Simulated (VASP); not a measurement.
Write the native input for VASP 6.6.1 that does the following.

```
Task                   : single point
Functional             : LDA
Potentials or basis    : VASP PAW LDA potentials, release 64 (Al, P)
Cutoff                 : 500 eV
k mesh                 : 10 × 10 × 10
Occupations            : gaussian, width 0.02 eV
Spin                   : no spin polarisation
Dipole correction      : no
Further INCAR settings : ALGO = Normal; EDIFF = 1e-06; NBANDS = 11
```

The structure of AlP (l.bA) lies in POSCAR:

```
AlP
1.0
    0.0000000000      2.7168541817      2.7168541817
    2.7168541817      0.0000000000      2.7168541817
    2.7168541817      2.7168541817      0.0000000000
Al P
1 1
Direct
    0.0000000000      0.0000000000      0.0000000000
    0.2500000000      0.2500000000      0.2500000000
```

These files were run (other wordings do the same):

INCAR

```
SYSTEM = AlP
PREC     = Accurate       ! precision mode
ENCUT    = 500            ! plane-wave cutoff, eV
EDIFF    = 1E-6           ! SCF threshold, eV
ISMEAR   = 0              ! smearing method
SIGMA    = 0.02           ! smearing width, eV
LREAL    = .FALSE.        ! projectors in reciprocal space
LASPH    = .TRUE.         ! aspherical terms in the spheres
NELM     = 120            ! most SCF steps
ALGO     = Normal         ! electronic algorithm
ISIF     = 2              ! what is computed and relaxed
LWAVE    = .FALSE.        ! write WAVECAR
LCHARG   = .FALSE.        ! write CHGCAR
GGA      = CA             ! functional
NBANDS   = 11             ! bands
GGA_COMPAT= .FALSE.
```

KPOINTS

```
Automatic mesh
0
G
  10 10 10
  0 0 0
```

Potentials or basis: VASP PAW LDA potentials, release 64 (Al, P).

Command:

```console
$ cat potpaw_LDA.64/Al/POTCAR potpaw_LDA.64/P/POTCAR > POTCAR
$ mpirun -np 1 vasp_std > vasp.out
```

It gave:

| Quantity | Value |
| --- | --- |
| Pressure | 0.1 GPa |
| Band gap on the k mesh | 1.41 eV, indirect (least direct gap 3.24 eV) |

It took 15 s on 1 thread of AMD EPYC 7R43 64-Core Processor (Zen 3), with other jobs on the host, peak memory 0.11 GiB.
